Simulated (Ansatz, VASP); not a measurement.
**One calculation of BeTe, two programs**

Contents of INCAR:

```
PREC = Accurate ; ENCUT = 520
EDIFF = 1E-6 ; ISMEAR = 0
SIGMA = 0.1 ; LREAL = False
LASPH = True ; NELM = 100
ALGO = Normal ; ISIF = 2
LWAVE = False ; LCHARG = True
GGA = PE ; LELF = True
LVHAR = True ; NBANDS = 16
```

The input KPOINTS:

```
Automatic mesh
0
Gamma
  4 4 4
```

POSCAR

```
BeTe
1.0
    4.3842144300      0.0000000000      0.0000000000
    0.0000000000      4.3842144300      0.0000000000
    0.0000000000      0.0000000000      4.3397495900
Be Te
2 2
Direct
    0.0000000000      0.0000000000      0.5000000000
    0.5000000000      0.5000000000      0.5000000000
    0.5000000000      0.0000000000      0.8971372500
    0.0000000000      0.5000000000      0.1028627500
```

Input for Ansatz:

```yaml
crystal:
  lattice:
    - [4.38421443, 0.0, 0.0]
    - [0.0, 4.38421443, 0.0]
    - [0.0, 0.0, 4.33974959]
  atoms:
    - { symbol: Be, position: [0.0, 0.0, 0.5] }
    - { symbol: Be, position: [0.5, 0.5, 0.5] }
    - { symbol: Te, position: [0.5, 0.0, 0.89713725] }
    - { symbol: Te, position: [0.0, 0.5, 0.10286275] }
basis:
  ecutwfc: 420
kpoints:
  mp_grid: { grid: [4, 4, 4] }
hamiltonian:
  xc: pbe
scf:
  occupations: { method: gaussian, width: 0.1 }
  lower_state_search: "off"
output:
  forces: true
  stress: true
  eigenvalues: true
```

Alike in both runs: task single point; functional PBE; k mesh 4 × 4 × 4; occupations gaussian, width 0.1 eV; no spin polarisation.

|  | VASP | Ansatz |
| --- | --- | --- |
| version | VASP 6.6.1 | Ansatz 0.2.0 |
| potentials or method | VASP PAW PBE potentials, release 64 (Be, Te), cutoff 520 eV | scalar-relativistic, plane waves, PAW |
| valence electrons in the cell | 16 | 36 |

Ansatz gave:

| Quantity | Value |
| --- | --- |
| gap on the k mesh at the Fermi level (eV) | none |
| pressure (GPa) | -2.6 |
| traceless stress, the component that is largest in VASP (GPa) | -4.12 |
| rms of the force components (eV/Å) | 1.403 |

Task: Which values does VASP return?

Result: gap on the k mesh at the Fermi level (eV): none; pressure (GPa): -2.5; traceless stress, the component that is largest in VASP (GPa): -4.10; rms of the force components (eV/Å): 1.397.

Atom by atom the forces differ by 0.006 eV/Å (rms over components). A gap of «none» marks a metal or a gap that the smearing closes. With one functional, cell and mesh, what is left measures potentials, basis and numerics. VASP's potentials hold 16 valence electrons a cell and Ansatz's 36, so a difference there can come from the potentials and not from the codes.

The k mesh is coarse, so the values compare programs but aren't converged. Neither program's run includes spin-orbit coupling.
